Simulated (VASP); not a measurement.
# Ti3Al (Fm-3m) in VASP: further runs, part 2 of 2

VASP 6.6.1. Earlier steps stand in the parts before.

### 4 Single point, PBEsol, collinear spin, ferromagnetic start

This run uses another cell than the first one, of 14.22 Å³/atom, 0.933 times its volume.

File INCAR:

```
PREC = Accurate ; ENCUT = 520
EDIFF = 1E-7 ; ISMEAR = 0
SIGMA = 0.15 ; LREAL = F
LASPH = T ; NELM = 150
ALGO = Normal ; ISIF = 2
LWAVE = F ; LCHARG = T
ISPIN = 2 ; MAGMOM = 0.5 0.5 0.5 0
LORBIT = 11 ; NUPDOWN = 1.5
LMAXMIX = 4 ; GGA = PS
LELF = T ; LVHAR = T
NBANDS = 32
```

File KPOINTS:

```
regular mesh
0
Gamma
  12 12 12
```

File POSCAR:

```
Ti3Al
1.0
    0.0000000000      3.0521976457      3.0521976457
    3.0521976457      0.0000000000      3.0521976457
    3.0521976457      3.0521976457      0.0000000000
Ti Al
3 1
Direct
    0.7500000000      0.7500000000      0.7500000000
    0.2500000000      0.2500000000      0.2500000000
    0.0000000000      0.0000000000      0.0000000000
    0.5000000000      0.5000000000      0.5000000000
```

Potentials or basis: VASP PAW PBE potentials, release 64 (Ti_sv, Al).

Run with:

```
$ cat potpaw_PBE.64/Ti_sv/POTCAR potpaw_PBE.64/Al/POTCAR > POTCAR
$ mpirun -np 1 vasp_std > vasp.out
```

OUTCAR:

```text
PREC = Accurate
   ENCUT = 520
   EDIFF = 1E-7
   ISMEAR = 0
   LREAL = F
   LASPH = T
   NELM = 150
   ISIF = 2
   ISPIN = 2
   LORBIT = 11
   NUPDOWN = 1.5
   GGA = PS

 ion  position               nearest neighbor table
   1  0.750  0.750  0.750-   3 2.64   4 2.64   4 2.64   4 2.64   4 2.64   3 2.64   3 2.64   3 2.64

   2  0.250  0.250  0.250-   3 2.64   4 2.64   3 2.64   3 2.64   3 2.64   4 2.64   4 2.64   4 2.64

   3  0.000  0.000  0.000-   1 2.64   2 2.64   1 2.64   1 2.64   1 2.64   2 2.64   2 2.64   2 2.64
                             4 3.05   4 3.05   4 3.05   4 3.05   4 3.05   4 3.05
   4  0.500  0.500  0.500-   1 2.64   2 2.64   2 2.64   2 2.64   2 2.64   1 2.64   1 2.64   1 2.64
                             3 3.05   3 3.05   3 3.05   3 3.05   3 3.05   3 3.05

  LATTYP: Found a face centered cubic cell.
 ALAT       =     6.1043952914

  Lattice vectors:

 A1 = (   0.0000000000,   3.0521976457,   3.0521976457)
 A2 = (   3.0521976457,   0.0000000000,   3.0521976457)
[... 1844 lines left out ...]

  FORCE on cell =-STRESS in cart. coord.  units (eV):
  Direction    XX          YY          ZZ          XY          YZ          ZX
  --------------------------------------------------------------------------------------
  -------------------------------------------------------------------------------------
  Total        7.1022026      7.1022026      7.1022026     -0.0000000      0.0000000     -0.0000000
  in kB      200.0947466    200.0947466    200.0947466     -0.0000000      0.0000000     -0.0000000
  external PRESSURE =     200.0947466 kB  Pullay stress =       0.0000000 kB

 VOLUME and BASIS-vectors are now :
 -----------------------------------------------------------------------------
  energy-cutoff  :      520.00
  volume of cell :       56.87
      direct lattice vectors                 reciprocal lattice vectors
     0.000000000  3.052197646  3.052197646    -0.163816390  0.163816390  0.163816390
     3.052197646  0.000000000  3.052197646     0.163816390 -0.163816390  0.163816390
     3.052197646  3.052197646  0.000000000     0.163816390  0.163816390 -0.163816390

 POSITION                                       TOTAL-FORCE (eV/Angst)
 -----------------------------------------------------------------------------------
      4.57830      4.57830      4.57830         0.000000      0.000000     -0.000000
      1.52610      1.52610      1.52610         0.000000     -0.000000      0.000000
      0.00000      0.00000      0.00000        -0.000000     -0.000000     -0.000000
      3.05220      3.05220      3.05220        -0.000000     -0.000000     -0.000000
 -----------------------------------------------------------------------------------
    total drift:                               -0.000000     -0.000000      0.000000

  FREE ENERGIE OF THE ION-ELECTRON SYSTEM (eV)
  ---------------------------------------------------
  free  energy   TOTEN  =       -29.3045650277 eV

  energy  without entropy=      -29.2514306745  energy(sigma->0) =      -29.27799785

 total charge

# of ion       s       p       d       tot
------------------------------------------
    1        2.248   6.170   2.054  10.472
    2        2.248   6.170   2.054  10.472
    3        2.293   6.124   2.128  10.544
    4        0.429   0.487   0.000   0.916
--------------------------------------------------
tot          7.216  18.951   6.236  32.404

 magnetization (x)

# of ion       s       p       d       tot
------------------------------------------
    1        0.002   0.035   0.165   0.202
    2        0.002   0.035   0.165   0.202
    3        0.009   0.026   0.725   0.761
    4       -0.004  -0.004   0.000  -0.008
--------------------------------------------------
tot          0.010   0.093   1.054   1.157
```

OSZICAR:

```text
N       E                     dE             d eps       ncg     rms          rms(c)
DAV:   1     0.474707449692E+03    0.47471E+03   -0.18413E+04  9224   0.146E+03
DAV:   2     0.183734262546E+02   -0.45633E+03   -0.44287E+03  9304   0.458E+02
DAV:   3    -0.289918189938E+02   -0.47365E+02   -0.46073E+02 15856   0.130E+02
DAV:   4    -0.325317238412E+02   -0.35399E+01   -0.35060E+01 12520   0.311E+01
DAV:   5    -0.327114112119E+02   -0.17969E+00   -0.17967E+00 13088   0.613E+00    0.191E+01
DAV:   6    -0.291853230430E+02    0.35261E+01   -0.14781E+01 12520   0.296E+01    0.545E+00
DAV:   7    -0.293537063423E+02   -0.16838E+00   -0.14243E+00 13936   0.132E+01    0.431E+00
DAV:   8    -0.292782037848E+02    0.75503E-01   -0.42178E-01 12672   0.803E+00    0.293E+00
DAV:   9    -0.292972116107E+02   -0.19008E-01   -0.18909E-01 10968   0.391E+00    0.115E+00
DAV:  10    -0.293045461242E+02   -0.73345E-02   -0.33654E-02 13072   0.141E+00    0.341E-01
DAV:  11    -0.293041697642E+02    0.37636E-03   -0.25714E-03 11760   0.452E-01    0.204E-01
DAV:  12    -0.293045455675E+02   -0.37580E-03   -0.10536E-03 10448   0.224E-01    0.470E-02
DAV:  13    -0.293045660944E+02   -0.20527E-04   -0.14220E-04 13912   0.703E-02    0.229E-02
DAV:  14    -0.293045668720E+02   -0.77761E-06   -0.11814E-05 10216   0.222E-02    0.707E-03
DAV:  15    -0.293045650704E+02    0.18016E-05   -0.27901E-06 13408   0.109E-02    0.300E-03
DAV:  16    -0.293045649655E+02    0.10486E-06   -0.24376E-07  9200   0.372E-03    0.190E-03
DAV:  17    -0.293045650277E+02   -0.62232E-07   -0.41324E-08  5112   0.160E-03
   1 F= -.29304565E+02 E0= -.29277998E+02  d E =-.531344E-01  mag=     1.5000
```

Wall time 7 min (1 thread of Oxide Virtual Turin-like, shared host); peak memory 0.29 GiB.

Results:

| Quantity | Value |
| --- | --- |
| Free energy | -29.3046 eV |
| Pressure | 20.0 GPa |
| Net moment | 1.50 μB per cell |
| Site moments | Ti +0.20, +0.76; Al -0.01 μB |
| Valence electrons inside the program's atomic spheres | Ti 10.47, 10.54; Al 0.92 |

Caveat: the PAW data sets were made with another functional, which shifts forces and pressure a little; the total moment is fixed, so each spin has its own Fermi level.

### 5 The runs side by side

| fixed moment (μB) | cell | pressure (GPa) | moment (μB) |
| --- | --- | --- | --- |
| 1.5 | a = 4.417 Å, angles 60.0°, 4 atoms | 8.5 | 1.50 |
| 0.9 | a = 4.316 Å, angles 60.0°, 4 atoms | 19.3 | 0.90 |
| 1.5 | a = 4.316 Å, angles 60.0°, 4 atoms | 20.0 | 1.50 |

Alike in all rows: task single point; level PBEsol; potentials or basis VASP PAW PBE potentials, release 64 (Ti_sv, Al); spin collinear, ferromagnetic start; k mesh 12 × 12 × 12; cutoff (eV) 520; smearing gaussian 0.15 eV.

Caveats: the PAW data sets were made with another functional, which shifts forces and pressure a little; the total moment is fixed, so each spin has its own Fermi level.

Total energies depend on the potentials used, so only differences within one code and one set of settings carry meaning.
